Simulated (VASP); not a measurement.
A run of VASP 6.6.1 is set up as follows.

File INCAR:

```
SYSTEM = WC
PREC = Accurate
ENCUT = 520
EDIFF = 1E-7
ISMEAR = 0
SIGMA = 0.15
LREAL = .False.
LASPH = .True.
NELM = 60
ALGO = Normal
ISIF = 2
LWAVE = .False.
LCHARG = .False.
GGA = PE
NBANDS = 16
```

The input KPOINTS:

```
regular mesh
0
Gamma
  18 18 16
  0 0 0
```

POSCAR

```
WC
1.0
    2.9005014360      0.0000000000      0.0000000000
   -1.4502507180      2.5119079273     -0.0502381585
    0.0000000000     -0.0565800000      2.8290000000
W C
1 1
Direct
    0.0000000000      0.0000000000      0.0000000000
    0.6666666667      0.3333333333      0.5000000000
```

Potentials or basis: VASP PAW PBE potentials, release 64 (W_sv, C).

Run with:

```bash
$ cat potpaw_PBE.64/W_sv/POTCAR potpaw_PBE.64/C/POTCAR > POTCAR
$ mpirun -np 1 vasp_std > vasp.out
```

Task: What does it give for the band gap on the k mesh?

Result: Zero (band 9 reaches 11.80 eV, above the bottom of band 10 at 10.60 eV).

Task: What does it give for the pressure?

Result: 10.3 GPa.

Task: What does it give for the largest force?

Result: 0.050 eV/Å.

Forces on the atoms (eV/Å):
```
W    0.000  0.050  0.001
C    0.000 -0.050 -0.001
```

Caveat: the cell differs from its parent crystal (strain -0.0400 x Voigt [0, 0, 0, 1, 0, 0]); spin-orbit coupling is left out, which moves the levels of the heavy elements.
